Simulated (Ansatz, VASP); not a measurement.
Ag: VASP beside Ansatz

```
Ag
1.0
     3.04720    0.00000    0.00000
    -1.52360    2.63895    0.00000
     0.00000    0.00000    4.40680
Ag
2
Direct
  0.33333 0.66667 0.25000
  0.66667 0.33333 0.75000
```

Change from the starting cell: strain +0.040 along x and y, -0.080 along z, atoms carried along.

Alike in both runs: task single point; functional PBEsol; k mesh 18 × 18 × 10; occupations gaussian, width 0.15 eV; no spin polarisation.

|  | VASP | Ansatz |
| --- | --- | --- |
| version | VASP 6.6.1 | Ansatz 0.2.0 |
| potentials or method | VASP PAW PBE potentials, release 64 (Ag), cutoff 520 eV | scalar-relativistic, plane waves, PAW |
| valence electrons in the cell | 22 | 38 |

Ansatz gave:

```
gap on the k mesh at the Fermi level (eV)                     : none
pressure (GPa)                                                : -4.3
traceless stress, the component that is largest in VASP (GPa) : 6.04
```

What did VASP give for the same quantities?

gap on the k mesh at the Fermi level (eV): none; pressure (GPa): -4.5; traceless stress, the component that is largest in VASP (GPa): 5.98.

VASP's potentials were made for PBE, not for PBEsol. A gap of «none» marks a metal or a gap that the smearing closes. The functional is the same, so the differences come from potentials, cutoffs and numerics. VASP's potentials hold 22 valence electrons a cell and Ansatz's 38, so a difference there can come from the potentials and not from the codes.
